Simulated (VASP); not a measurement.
# PbSe (P1) in VASP: single point with PBEsol

Aim: the single point of PbSe with PBEsol.

All numbers are computed with VASP 6.6.1; they aren't measurements. Logs are shortened: lines on timing, memory, paths and dates and some standing lists are left out, and cuts for length are marked.

### Step 1. The cell of the first run

The typed cell holds 4 atoms: a = 12.365 Å, b = 4.420 Å, c = 12.355 Å, α = 80.08°, β = 20.52°, γ = 79.86°.

### Step 2. Single point, PBEsol (atoms moved at random and the cell strained at random)

INCAR

```
SYSTEM = PbSe
PREC     = Accurate       ! precision mode
ENCUT    = 520            ! plane-wave cutoff, eV
EDIFF    = 1E-6           ! SCF threshold, eV
ISMEAR   = 0              ! smearing method
SIGMA    = 0.02           ! smearing width, eV
LREAL    = .False.        ! projectors in reciprocal space
LASPH    = .True.         ! aspherical terms in the spheres
NELM     = 60             ! most SCF steps
ALGO     = Normal         ! electronic algorithm
ISIF     = 2              ! what is computed and relaxed
LWAVE    = .False.        ! write WAVECAR
LCHARG   = .True.         ! write CHGCAR
GGA      = PS             ! functional
LELF     = .True.         ! ELF
LVHAR    = .True.       
NBANDS   = 28             ! bands
```

KPOINTS

```
Automatic mesh
0
Gamma
  6 6 6
  0 0 0
```

POSCAR

```
PbSe
1.0
   -0.0157881161     11.9654362713      3.1176485849
    3.1078122999     -0.0106133790      3.1426496242
    3.0803975396     11.9648243067     -0.0134015175
Pb Se
2 2
Direct
    0.1771675430      0.8190342280      0.1920973689
    0.7737531476      0.2309466215      0.8577277243
    0.6950626896      0.2347261984      0.6851750508
    0.3200180365      0.6812935354      0.2989992727
```

Potentials or basis: VASP PAW PBE potentials, release 64 (Pb_d, Se).

On the command line:

```sh
$ cat potpaw_PBE.64/Pb_d/POTCAR potpaw_PBE.64/Se/POTCAR > POTCAR
$ mpirun -np 1 vasp_std > vasp.out
```

OUTCAR:

```text
SYSTEM = PbSe
   PREC = Accurate
   ENCUT = 520
   EDIFF = 1E-6
   ISMEAR = 0
   LREAL = .False.
   LASPH = .True.
   NELM = 60
   ISIF = 2
   GGA = PS

 ion  position               nearest neighbor table
   1  0.177  0.819  0.192-   3 2.83   3 2.94   4 2.99   3 3.36   3 3.40
   2  0.774  0.231  0.858-   4 2.77   3 3.06   4 3.15   4 3.17   4 3.44
   3  0.695  0.235  0.685-   1 2.83   1 2.94   2 3.06   1 3.36   1 3.40
   4  0.320  0.681  0.299-   2 2.77   1 2.99   2 3.15   2 3.17   2 3.44

  LATTYP: Found a triclinic cell.
 ALAT       =     4.4033896867
 B/A-ratio  =     1.4089189002
 C/A-ratio  =     3.4525574195
 COS(alpha) =     0.0005416326
 COS(beta)  =     0.4395426983
 COS(gamma) =     0.7018053013

  Lattice vectors:

 A1 = (   3.0961856557,  -0.0006119646,  -3.1310501024)
 A2 = (   6.2039979556,  -0.0112253436,   0.0115995218)
 A3 = (   0.0041614719, -11.9554348569,  -9.3913483115)

Analysis of symmetry for initial positions (statically):
=====================================================================
 Subroutine PRICEL returns:
 Original cell was already a primitive cell.

 Routine SETGRP: Setting up the symmetry group for a
 triclinic supercell.

 Subroutine GETGRP returns: Found  1 space group operations
 (whereof  1 operations were pure point group operations)
 out of a pool of  2 trial point group operations.

The static configuration has the point symmetry C_1 .

Analysis of symmetry for dynamics (positions and initial velocities):
=====================================================================
 Subroutine PRICEL returns:
 Original cell was already a primitive cell.

 Routine SETGRP: Setting up the symmetry group for a
 triclinic supercell.

 Subroutine GETGRP returns: Found  1 space group operations
 (whereof  1 operations were pure point group operations)
 out of a pool of  2 trial point group operations.

The dynamic configuration has the point symmetry C_1 .

 Subroutine INISYM returns: Found  1 space group operations
 (whereof  1 operations are pure point group operations),
 and found     1 'primitive' translations

----------------------------------------------------------------------------------------

                                     Primitive cell

  volume of cell :     232.9546

  direct lattice vectors                    reciprocal lattice vectors
    -0.015788116 11.965436271  3.117648585    -0.161409574  0.041734562  0.159761241
     3.107812300 -0.010613379  3.142649624     0.160814455 -0.041224273  0.159031833
     3.080397540 11.964824307 -0.013401517     0.161560480  0.041805063 -0.159628344

  length of vectors
    12.364936196  4.419825403 12.355000983     0.230907944  0.229895310  0.230934320

  position of ions in fractional coordinates (direct lattice)
     0.177167543  0.819034228  0.192097369
     0.773753148  0.230946622  0.857727724
     0.695062690  0.234726198  0.685175051
     0.320018037  0.681293535  0.298999273

  ion indices of the primitive-cell ions
   primitive index   ion index
                 1           1
                 2           2
                 3           3
                 4           4

----------------------------------------------------------------------------------------

 KPOINTS: Automatic mesh

Automatic generation of k-mesh.
 Grid dimensions read from file:
 generate k-points for:    6    6    6

 Generating k-lattice:

  Cartesian coordinates                     Fractional coordinates (reciprocal lattice)
    -0.026901596  0.006955760  0.026626874     0.166666667  0.000000000 -0.000000000
     0.026802409 -0.006870712  0.026505305    -0.000000000  0.166666667 -0.000000000
     0.026926747  0.006967510 -0.026604724     0.000000000  0.000000000  0.166666667

  Length of vectors
     0.038484657  0.038315885  0.038489053

  Shift w.r.t. Gamma in fractional coordinates (k-lattice)
     0.000000000  0.000000000  0.000000000

 Subroutine IBZKPT returns following result:
 ===========================================

 Found    112 irreducible k-points:

 Following reciprocal coordinates:
            Coordinates               Weight
  0.000000  0.000000  0.000000      1.000000
  0.166667  0.000000 -0.000000      2.000000
  0.333333  0.000000  0.000000      2.000000
  0.500000  0.000000  0.000000      1.000000
  0.000000  0.166667  0.000000      2.000000
  0.166667  0.166667  0.000000      2.000000
[... 16 lines left out ...]
  0.333333  0.000000  0.166667      2.000000
  0.500000  0.000000  0.166667      2.000000
 [... further k-points ...]
   k-points           NKPTS =    112   k-points in BZ     NKDIM =    112   number of bands    NBANDS=     28
   number of dos      NEDOS =    301   number of ions     NIONS =      4
   total plane-waves  NPLWV = 331776
   dimension x,y,z NGX =    96 NGY =   36 NGZ =   96
   dimension x,y,z NGXF=   192 NGYF=   72 NGZF=  192
   ions per type =               2   2
   NGX,Y,Z   is equivalent  to a cutoff of  12.91, 13.54, 12.92 a.u.
   NGXF,Y,Z  is equivalent  to a cutoff of  25.81, 27.08, 25.84 a.u.
 SYSTEM =  PbSe
   PREC   = accura    normal or accurate (medium, high low for compatibility)
   ISTART =      0    job   : 0-new  1-cont  2-samecut
   ICHARG =      2    charge: 1-file 2-atom 10-const
   ISPIN  =      1    spin polarized calculation?
   LNONCOLLINEAR =      F non collinear calculations
   LSORBIT =      F    spin-orbit coupling
   LASPH  =      T    aspherical Exc in radial PAW
   ENCUT  =  520.0 eV  38.22 Ry    6.18 a.u.  22.99  8.22 22.97*2*pi/ulx,y,z
   NELM   =     60;   NELMIN=  2; NELMDL= -5     # of ELM steps
   EDIFF  = 0.1E-05   stopping-criterion for ELM
   LREAL  =      F    real-space projection
   EDIFFG = 0.1E-04   stopping-criterion for IOM
   NSW    =      0    number of steps for IOM
   IBRION =     -1    ionic relax: 0-MD 1-quasi-New 2-CG
   NFREE  =      0    steps in history (QN), initial steepest desc. (CG)
   ISIF   =      2    stress and relaxation
   ISYM   =      2    0-nonsym 1-usesym 2-fastsym
   POTIM  = 0.5000    time-step for ionic-motion
   TEBEG  =    0.0;   TEEND  =   0.0 temperature during run
   PSTRESS=    0.0 pullay stress
   NELECT =      40.0000    total number of electrons
   NUPDOWN=      -1.0000    fix difference up-down
   EMIN   =  10.00;   EMAX   =-10.00  energy-range for DOS
   EFERMI =   0.00;   METHOD = LEGACY
   ISMEAR =     0;   SIGMA  =   0.02  broadening in eV -4-tet -1-fermi 0-gaus
   EFERMI_NEDOS =   21; number of points for ismear=-14 and -15
   IALGO  =     38    algorithm
   IMIX   =      4    mixing-type and parameters
     AMIX     =   0.40;   BMIX     =  1.00
     AMIX_MAG =   1.60;   BMIX_MAG =  1.00
  volume/ion in A,a.u.               =      58.24       393.01
  Fermi-wavevector in a.u.,A,eV,Ry     =   0.909922  1.719504 11.265064  0.827959
  Thomas-Fermi vector in A             =   2.034024
   LORBIT       =      0    0 simple, 1 ext, 2 COOP (PROOUT), +10 PAW based schemes
   GGA     = PS    functional components
   LHFCALC =     F    Hartree Fock is set to
   AEXX    =    0.0000 exact exchange contribution
   IVDW    =     0    specifies the selected vdW correction
   LEPSILON=     F    determine dielectric tensor
   LRPA    =     F    only Hartree local field effects (RPA)
 non-spin polarized calculation
 Gauss-broadening in eV      SIGMA  =   0.02
  energy-cutoff  :      520.00
  volume of cell :      232.95
 maximum number of plane-waves:      6295
 NGX is ok and might be reduce to    96
   NGX = 45   NGY = 17   NGZ = 45

 number of electron      40.0000001 magnetization

 Free energy of the ion-electron system (eV)
  ---------------------------------------------------
  ext. energy  EPLUGINS =         0.00000000
  ---------------------------------------------------
  free energy    TOTEN  =       -17.05796347 eV

  energy without entropy =      -17.05796347  energy(sigma->0) =      -17.05796347

 E-fermi :  -0.1830     XC(G=0):  -5.7110

 val. band max:       -0.2894837677   @ k =   0.5000   0.0000   0.0000
 cond. band min:       1.3394081609   @ k =   0.0000   0.5000  -0.0000
 fundamental gap:      1.6288919286
 Fermi energy:        -0.1829916113

 k-point     1 :       0.0000    0.0000    0.0000
  band No.  band energies     occupation
      1     -16.5854      2.00000
      2     -16.5194      2.00000
      3     -16.5029      2.00000
      4     -16.4888      2.00000
      5     -16.4827      2.00000
      6     -16.4813      2.00000
[... 20 lines left out ...]
     27       5.7095      0.00000
     28       6.2377      0.00000

 k-point     2 :       0.1667    0.0000   -0.0000
  band No.  band energies     occupation
      1     -16.5776      2.00000
      2     -16.5206      2.00000
      3     -16.5011      2.00000
      4     -16.4904      2.00000
      5     -16.4839      2.00000
      6     -16.4773      2.00000
[... 20 lines left out ...]
     27       4.8970      0.00000
     28       5.9772      0.00000

 k-point     3 :       0.3333    0.0000    0.0000
  band No.  band energies     occupation
      1     -16.5616      2.00000
      2     -16.5239      2.00000
      3     -16.5070      2.00000
      4     -16.4926      2.00000
      5     -16.4807      2.00000
      6     -16.4667      2.00000
[... 20 lines left out ...]
     27       4.7487      0.00000
     28       6.2835      0.00000

 k-point     4 :       0.5000    0.0000    0.0000
  band No.  band energies     occupation
      1     -16.5525      2.00000
      2     -16.5269      2.00000
      3     -16.5124      2.00000
      4     -16.4926      2.00000
      5     -16.4779      2.00000
      6     -16.4611      2.00000
[... 578 lines left out ...]
     27       5.7090      0.00000
     28       6.0273      0.00000

 k-point    23 :       0.3333    0.0000    0.1667
  band No.  band energies     occupation
      1     -16.5776      2.00000
      2     -16.5206      2.00000
      3     -16.5011      2.00000
      4     -16.4904      2.00000
      5     -16.4839      2.00000
      6     -16.4773      2.00000
[... 20 lines left out ...]
     27       4.8964      0.00000
     28       5.8432      0.00000

 k-point    24 :       0.5000    0.0000    0.1667
  band No.  band energies     occupation
      1     -16.5616      2.00000
      2     -16.5238      2.00000
      3     -16.5070      2.00000
      4     -16.4926      2.00000
      5     -16.4807      2.00000
      6     -16.4667      2.00000
[... 20 lines left out ...]
     27       4.9167      0.00000
     28       6.0379      0.00000

 [... further k-points ...]

------------------------ aborting loop because EDIFF is reached ----------------------------------------

  FORCE on cell =-STRESS in cart. coord.  units (eV):
  Direction    XX          YY          ZZ          XY          YZ          ZX
  --------------------------------------------------------------------------------------
  -------------------------------------------------------------------------------------
  Total       -0.1734497     -3.5303970     -2.6809634     -0.6288680     -0.4685152      0.1407408
  in kB       -1.1929244    -24.2807878    -18.4386921     -4.3251259     -3.2222772      0.9679641
  external PRESSURE =     -14.6374681 kB  Pullay stress =       0.0000000 kB

 VOLUME and BASIS-vectors are now :
 -----------------------------------------------------------------------------
  energy-cutoff  :      520.00
  volume of cell :      232.95
      direct lattice vectors                 reciprocal lattice vectors
    -0.015788116 11.965436271  3.117648585    -0.161409574  0.041734562  0.159761241
     3.107812300 -0.010613379  3.142649624     0.160814455 -0.041224273  0.159031833
     3.080397540 11.964824307 -0.013401517     0.161560480  0.041805063 -0.159628344

 POSITION                                       TOTAL-FORCE (eV/Angst)
 -----------------------------------------------------------------------------------
      3.13434      4.40961      3.12371        -0.166654      0.698305     -0.040620
      3.34767     19.51840      3.12658        -0.404334     -0.738777     -0.011671
      2.82912     16.51224      2.89544         0.373202      0.455576      0.207055
      3.03332      7.39940      3.13476         0.197785     -0.415105     -0.154764
 -----------------------------------------------------------------------------------
    total drift:                                0.000140      0.000129      0.000102

  FREE ENERGIE OF THE ION-ELECTRON SYSTEM (eV)
  ---------------------------------------------------
  free  energy   TOTEN  =       -17.0579634653 eV

  energy  without entropy=      -17.0579634653  energy(sigma->0) =      -17.05796347
```

Wall time 14 min (1 thread of Intel Xeon 6975P-C (Granite Rapids), shared host); peak memory 1.1 GiB.

What came out:

| Property | Result |
| --- | --- |
| Free energy | -17.0580 eV |
| Pressure | -1.5 GPa |
| Largest force | 0.842 eV/Å |
| Band gap on the k mesh | 1.63 eV (least direct gap 1.65 eV) |

Forces on the atoms (eV/Å):
```
Pb  -0.167  0.698 -0.041
Pb  -0.404 -0.739 -0.012
Se   0.373  0.456  0.207
Se   0.198 -0.415 -0.155
```

Caveat: the cell differs from its parent crystal (atoms moved at random and the cell strained at random); the PAW data sets were made with another functional, which shifts forces and pressure a little; spin-orbit coupling is left out, which moves the levels of the heavy elements.
